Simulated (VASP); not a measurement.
A run of VASP 6.6.1 is set up as follows.

File INCAR:

```
SYSTEM = Si16B
PREC = Accurate
ENCUT = 520
EDIFF = 1E-7
ISMEAR = 0
SIGMA = 0.02
LREAL = Auto
LASPH = .TRUE.
NELM = 150
ALGO = Normal
ISIF = 2
LWAVE = .FALSE.
LCHARG = .FALSE.
ISPIN = 2
MAGMOM = 0 0 0 0 0 0 0 0 0 0 0 0 0 0 0 0 1
LORBIT = 11
GGA = PE
NBANDS = 52
```

The input KPOINTS:

```
Automatic mesh
0
G
  2 2 2
  0 0 0
```

The input POSCAR:

```
Si16B
1.0
    0.0000000000      5.4300000000      5.4300000000
    5.4300000000      0.0000000000      5.4300000000
    5.4300000000      5.4300000000      0.0000000000
Si B
16 1
Direct
   -0.0000368442     -0.0004702839      0.0007206348
    0.1223989766      0.1226630818      0.1274030258
   -0.0001198447     -0.0005015646      0.4996676296
    0.1257134915      0.1242877194      0.6248904316
    0.0070034128      0.4975906589     -0.0023252951
    0.1225603400      0.6272031817      0.1275414698
    0.0001633590      0.5000811851      0.4998333234
    0.1224973640      0.6271792044      0.6226726315
    0.4967161643      0.0098520745     -0.0032730669
    0.6277593281      0.1225685750      0.1272353503
    0.5016069852     -0.0006220735      0.4994890640
    0.6276790249      0.1225620247      0.6224707870
    0.4973281042      0.4971783130     -0.0028315031
    0.6232599227      0.6266366607      0.1253098138
    0.4971380750      0.4970668906      0.5087603603
    0.6279457494      0.6270747163      0.6225102393
    0.3697215913      0.3803620359      0.8757698041
```

Potentials or basis: VASP PAW PBE potentials, release 64 (Si, B).

The run is started by

```console
$ cat potpaw_PBE.64/Si/POTCAR potpaw_PBE.64/B/POTCAR > POTCAR
$ mpirun -np 1 vasp_std > vasp.out
```

(1) What does it give for the pressure?

(2) Predict the largest force.

(3) Predict the net moment.

Answers

(1) 3.1 GPa.

(2) 0.037 eV/Å.

(3) 0.00 μB per cell.

Caveat: the k points lie up to 0.50 Å⁻¹ apart.
